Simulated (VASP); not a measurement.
# Ta (P6_3/mmc) in VASP: relaxation of volume and atoms at fixed shape with r2SCAN

Aim: the relaxation of volume and atoms at fixed shape of Ta with r2SCAN.

All numbers are computed with VASP 6.6.1; they aren't measurements. Logs are shortened: lines on timing, memory, paths and dates and some standing lists are left out, and cuts for length are marked.

### Step 1. The cell of the first run

Symmetry: P6_3/mmc, No. 194, hexagonal system. The conventional cell has a = 2.900 Å, b = 2.900 Å, c = 5.166 Å, α = 90.00°, β = 90.00°, γ = 120.00°. Ta (site symmetry -6m2) has 12 Ta at 2.90 to 3.08 Å within 3.8 Å.

This isn't the form of Ta at room conditions, which is bcc.

### Step 2. Relaxation of volume and atoms at fixed shape, r2SCAN

POSCAR

```
Ta
1.0
    2.9003700000      0.0000000000      0.0000000000
   -1.4501900000      2.5118000000      0.0000000000
    0.0000000000      0.0000000000      5.1662700000
Ta
2
Direct
    0.6666666667      0.3333333333      0.7500000000
    0.3333333333      0.6666666667      0.2500000000
```

INCAR.step1

```
SYSTEM = Ta
  PREC = Accurate
  ENCUT = 600
  ISMEAR = -1
  SIGMA = 0.15
  LREAL = .False.
  LASPH = .True.
  NELM = 100
  GGA = PE
  ALGO = Normal
  EDIFF = 1E-4
  LWAVE = .True.
  LCHARG = .False.
```

INCAR.step2

```
SYSTEM = Ta
  PREC = Accurate
  ENCUT = 600
  EDIFF = 1E-6
  ISMEAR = -1
  SIGMA = 0.15
  LREAL = .False.
  LASPH = .True.
  NELM = 100
  ALGO = Normal
  ISIF = 8
  LWAVE = .False.
  LCHARG = .False.
  METAGGA = R2SCAN
  LMIXTAU = .True.
  IBRION = 2
  NSW = 80
  EDIFFG = -0.03
  ISTART = 1
```

KPOINTS

```
Automatic mesh
0
Gamma
  11 11 6
  0 0 0
```

Potentials or basis: VASP PAW PBE potentials, release 64 (Ta_pv).

The run is started by

```console
$ cat potpaw_PBE.64/Ta_pv/POTCAR > POTCAR
$ cp INCAR.step1 INCAR
$ mpirun -np 1 vasp_std > vasp.out
$ cp INCAR.step2 INCAR
$ mpirun -np 1 vasp_std > vasp.out
```

OUTCAR:

```text
SYSTEM = Ta
   PREC = Accurate
   ENCUT = 600
   EDIFF = 1E-6
   ISMEAR = -1
   LREAL = .False.
   LASPH = .True.
   NELM = 100
   ISIF = 8
   METAGGA = R2SCAN
   IBRION = 2
   NSW = 80
   EDIFFG = -0.03
   ISTART = 1

 ion  position               nearest neighbor table
   1  0.667  0.333  0.750-   2 3.08   2 3.08   2 3.08   2 3.08   2 3.08   2 3.08
   2  0.333  0.667  0.250-   1 3.08   1 3.08   1 3.08   1 3.08   1 3.08   1 3.08

  LATTYP: Found a hexagonal cell.
 ALAT       =     2.9003700000
 C/A-ratio  =     1.7812451515

  Lattice vectors:

 A1 = (   2.9003700000,   0.0000000000,   0.0000000000)
 A2 = (  -1.4501900000,   2.5118000000,   0.0000000000)
 A3 = (   0.0000000000,   0.0000000000,   5.1662700000)

Analysis of symmetry for initial positions (statically):
=====================================================================
 Subroutine PRICEL returns:
 Original cell was already a primitive cell.

 Routine SETGRP: Setting up the symmetry group for a
 hexagonal supercell.

 Subroutine GETGRP returns: Found 24 space group operations
 (whereof 12 operations were pure point group operations)
 out of a pool of 24 trial point group operations.

The static configuration has the point symmetry D_3d.
 The point group associated with its full space group is D_6h.

Analysis of symmetry for dynamics (positions and initial velocities):
=====================================================================
 Subroutine PRICEL returns:
 Original cell was already a primitive cell.

 Routine SETGRP: Setting up the symmetry group for a
 hexagonal supercell.

 Subroutine GETGRP returns: Found 24 space group operations
 (whereof 12 operations were pure point group operations)
 out of a pool of 24 trial point group operations.

The dynamic configuration has the point symmetry D_3d.
 The point group associated with its full space group is D_6h.

 Subroutine INISYM returns: Found 24 space group operations
 (whereof 12 operations are pure point group operations),
 and found     1 'primitive' translations

----------------------------------------------------------------------------------------

                                     Primitive cell

  volume of cell :      37.6370

  direct lattice vectors                    reciprocal lattice vectors
     2.900370000  0.000000000  0.000000000     0.344783597  0.199061121  0.000000000
    -1.450190000  2.511800000  0.000000000     0.000000000  0.398120869  0.000000000
     0.000000000  0.000000000  5.166270000     0.000000000  0.000000000  0.193563248

  length of vectors
     2.900370000  2.900377609  5.166270000     0.398121914  0.398120869  0.193563248

  position of ions in fractional coordinates (direct lattice)
     0.666666667  0.333333333  0.750000000
     0.333333333  0.666666667  0.250000000

  ion indices of the primitive-cell ions
   primitive index   ion index
                 1           1
                 2           2

----------------------------------------------------------------------------------------

 KPOINTS: Automatic mesh

Automatic generation of k-mesh.
 Grid dimensions read from file:
 generate k-points for:   11   11    6

 Generating k-lattice:

  Cartesian coordinates                     Fractional coordinates (reciprocal lattice)
     0.031343963  0.018096466  0.000000000     0.090909091 -0.000000000  0.000000000
     0.000000000  0.036192806  0.000000000     0.000000000  0.090909091  0.000000000
     0.000000000  0.000000000  0.032260541     0.000000000  0.000000000  0.166666667

  Length of vectors
     0.036192901  0.036192806  0.032260541

  Shift w.r.t. Gamma in fractional coordinates (k-lattice)
     0.000000000  0.000000000  0.000000000

 Subroutine IBZKPT returns following result:
 ===========================================

 Found     64 irreducible k-points:

 Following reciprocal coordinates:
            Coordinates               Weight
  0.000000  0.000000  0.000000      1.000000
  0.090909 -0.000000  0.000000      6.000000
  0.181818 -0.000000  0.000000      6.000000
  0.272727 -0.000000  0.000000      6.000000
  0.363636 -0.000000  0.000000      6.000000
  0.454545 -0.000000  0.000000      6.000000
[... 16 lines left out ...]
  0.090909  0.090909  0.166667     12.000000
  0.181818  0.090909  0.166667     24.000000
 [... further k-points ...]
   k-points           NKPTS =     64   k-points in BZ     NKDIM =     64   number of bands    NBANDS=     15
   number of dos      NEDOS =    301   number of ions     NIONS =      2
   total plane-waves  NPLWV =  24192
   dimension x,y,z NGX =    24 NGY =   24 NGZ =   42
   dimension x,y,z NGXF=    48 NGYF=   48 NGZF=   84
   ions per type =               2
   NGX,Y,Z   is equivalent  to a cutoff of  13.76, 13.76, 13.52 a.u.
   NGXF,Y,Z  is equivalent  to a cutoff of  27.51, 27.51, 27.03 a.u.
 SYSTEM =  Ta
   PREC   = accura    normal or accurate (medium, high low for compatibility)
   ISTART =      1    job   : 0-new  1-cont  2-samecut
   ICHARG =      0    charge: 1-file 2-atom 10-const
   ISPIN  =      1    spin polarized calculation?
   LNONCOLLINEAR =      F non collinear calculations
   LSORBIT =      F    spin-orbit coupling
   LASPH  =      T    aspherical Exc in radial PAW
   ENCUT  =  600.0 eV  44.10 Ry    6.64 a.u.   5.79  5.79 10.32*2*pi/ulx,y,z
   NELM   =    100;   NELMIN=  2; NELMDL=  0     # of ELM steps
   EDIFF  = 0.1E-05   stopping-criterion for ELM
   LREAL  =      F    real-space projection
   EDIFFG = -.3E-01   stopping-criterion for IOM
   NSW    =     80    number of steps for IOM
   IBRION =      2    ionic relax: 0-MD 1-quasi-New 2-CG
   NFREE  =      1    steps in history (QN), initial steepest desc. (CG)
   ISIF   =      8    stress and relaxation
   ISYM   =      2    0-nonsym 1-usesym 2-fastsym
   POTIM  = 0.5000    time-step for ionic-motion
   TEBEG  =    0.0;   TEEND  =   0.0 temperature during run
   PSTRESS=    0.0 pullay stress
   NELECT =      22.0000    total number of electrons
   NUPDOWN=      -1.0000    fix difference up-down
   EMIN   =  10.00;   EMAX   =-10.00  energy-range for DOS
   EFERMI =   0.00;   METHOD = LEGACY
   ISMEAR =    -1;   SIGMA  =   0.15  broadening in eV -4-tet -1-fermi 0-gaus
   EFERMI_NEDOS =   21; number of points for ismear=-14 and -15
   IALGO  =     38    algorithm
   IMIX   =      4    mixing-type and parameters
     AMIX     =   0.40;   BMIX     =  1.00
     AMIX_MAG =   1.60;   BMIX_MAG =  1.00
  volume/ion in A,a.u.               =      18.82       126.99
  Fermi-wavevector in a.u.,A,eV,Ry     =   1.368812  2.586680 25.492513  1.873647
  Thomas-Fermi vector in A             =   2.494743
   LORBIT       =      0    0 simple, 1 ext, 2 COOP (PROOUT), +10 PAW based schemes
   METAGGA = R2SCAN    functional components
   LHFCALC =     F    Hartree Fock is set to
   AEXX    =    0.0000 exact exchange contribution
   IVDW    =     0    specifies the selected vdW correction
   LEPSILON=     F    determine dielectric tensor
   LRPA    =     F    only Hartree local field effects (RPA)
 conjugate gradient relaxation of ions
 non-spin polarized calculation
  energy-cutoff  :      600.00
  volume of cell :       37.64
 maximum number of plane-waves:      1275
 NGX is ok and might be reduce to    24
   NGX = 11   NGY = 11   NGZ = 21

--------------------------------------- Ionic step        1  -------------------------------------------

 number of electron      22.0000002 magnetization

 Free energy of the ion-electron system (eV)
  ---------------------------------------------------
  ext. energy  EPLUGINS =         0.00000000
  ---------------------------------------------------
  free energy    TOTEN  =       -96.64864647 eV

  energy without entropy =      -96.46723379  energy(sigma->0) =      -96.55794013

------------------------ aborting loop because EDIFF is reached ----------------------------------------

  FORCE on cell =-STRESS in cart. coord.  units (eV):
  Direction    XX          YY          ZZ          XY          YZ          ZX
  --------------------------------------------------------------------------------------
  -------------------------------------------------------------------------------------
  Total       -0.5164164     -0.5164188     -0.6501844      0.0000010      0.0000000      0.0000000
  in kB      -21.9834088    -21.9835121    -27.6778004      0.0000438      0.0000000      0.0000000
  external PRESSURE =     -23.8815737 kB  Pullay stress =       0.0000000 kB
[... 57 lines left out ...]
  energy  without entropy=      -96.4634673298  energy(sigma->0) =      -96.54851041

--------------------------------------- Ionic step        3  -------------------------------------------

 number of electron      21.9999999 magnetization

 Free energy of the ion-electron system (eV)
  ---------------------------------------------------
  ext. energy  EPLUGINS =         0.00000000
  ---------------------------------------------------
  free energy    TOTEN  =       -96.65218158 eV

  energy without entropy =      -96.47431477  energy(sigma->0) =      -96.56324817

 E-fermi :   5.5373     XC(G=0): -13.5698

 val. band max:        5.5129047153   @ k =   0.1818   0.0909   0.3333
 cond. band min:       5.5672063238   @ k =   0.1818  -0.0000   0.0000
 fundamental gap:      0.0543016086
 Fermi energy:         5.5373354722

 k-point     1 :       0.0000    0.0000    0.0000
  band No.  band energies     occupation
      1     -30.2417      2.00000
      2     -29.3494      2.00000
      3     -29.2303      2.00000
      4     -29.2302      2.00000
      5     -29.1424      2.00000
      6     -29.1423      2.00000
      7      -3.1213      2.00000
      8       0.3484      2.00000
      9       4.9411      1.96313
     10       5.2162      1.78961
     11       6.2402      0.01828
     12       6.2403      0.01827
     13       6.8342      0.00035
     14       6.8343      0.00035
     15       8.8395      0.00000
[... 397 lines left out ...]
 k-point    24 :       0.1818    0.0909    0.1667
  band No.  band energies     occupation
      1     -30.0345      2.00000
      2     -29.7285      2.00000
      3     -29.6927      2.00000
      4     -29.4159      2.00000
      5     -29.3618      2.00000
      6     -29.2810      2.00000
      7      -0.8514      2.00000
      8       2.1443      2.00000
      9       3.3270      2.00000
     10       4.3214      1.99940
     11       5.2132      1.79340
     12       5.8825      0.18206
     13       7.5319      0.00000
     14       7.5556      0.00000
     15       8.7189      0.00000

 [... further k-points ...]

------------------------ aborting loop because EDIFF is reached ----------------------------------------

  FORCE on cell =-STRESS in cart. coord.  units (eV):
  Direction    XX          YY          ZZ          XY          YZ          ZX
  --------------------------------------------------------------------------------------
  -------------------------------------------------------------------------------------
  Total        0.0571938      0.0571940     -0.1193800     -0.0000001      0.0000000     -0.0000000
  in kB        2.4651104      2.4651220     -5.1454023     -0.0000049      0.0000000     -0.0000000
  external PRESSURE =      -0.0717233 kB  Pullay stress =       0.0000000 kB
[... 17 lines left out ...]
  FREE ENERGIE OF THE ION-ELECTRON SYSTEM (eV)
  ---------------------------------------------------
  free  energy   TOTEN  =       -96.6521815836 eV

  energy  without entropy=      -96.4743147650  energy(sigma->0) =      -96.56324817

 reached required accuracy - stopping structural energy minimisation
```

It took 5.5 min on 1 thread of Intel Xeon Platinum 8488C (Sapphire Rapids), shared host; peak memory 0.2 GiB.

Results:

| Quantity | Value |
| --- | --- |
| Free energy | -96.6522 eV |
| Relaxed volume | 18.59 Å³/atom |
| Relaxed cell | a = 2.888 Å, b = 2.888 Å, c = 5.145 Å, α = 90.00°, β = 90.00°, γ = 120.00° |
| Space group after relaxing (to 0.1 Å) | P6_3/mmc (No. 194) |
| Energy gained by relaxing | 1.8 meV/atom |
| Ionic steps | 3 |
| Pressure after relaxing | 0.0 GPa |
| Band gap on the k mesh | zero (bands 11 and 12 overlap by 2.13 eV) |

Step by step:
```tsv
step	energy change (eV)	largest force (eV/Å)	pressure (GPa)	volume (Å³)
1	0.0000	0.0000	-2.39	37.64
2	0.0151	0.0000	5.90	36.13
3	-0.0035	0.0000	-0.01	37.17
```

Final structure:
```
CELL_PARAMETERS angstrom
2.88839 0.00000 0.00000
-1.44420 2.50142 0.00000
0.00000 0.00000 5.14493
ATOMIC_POSITIONS crystal
Ta 0.66667 0.33333 0.75000
Ta 0.33333 0.66667 0.25000
```

Caveat: the PAW data sets were made with another functional, which shifts forces and pressure a little; spin-orbit coupling is left out, which moves the levels of the heavy elements.

The gap in the log of VASP goes by the Fermi energy; the results here count the filled bands.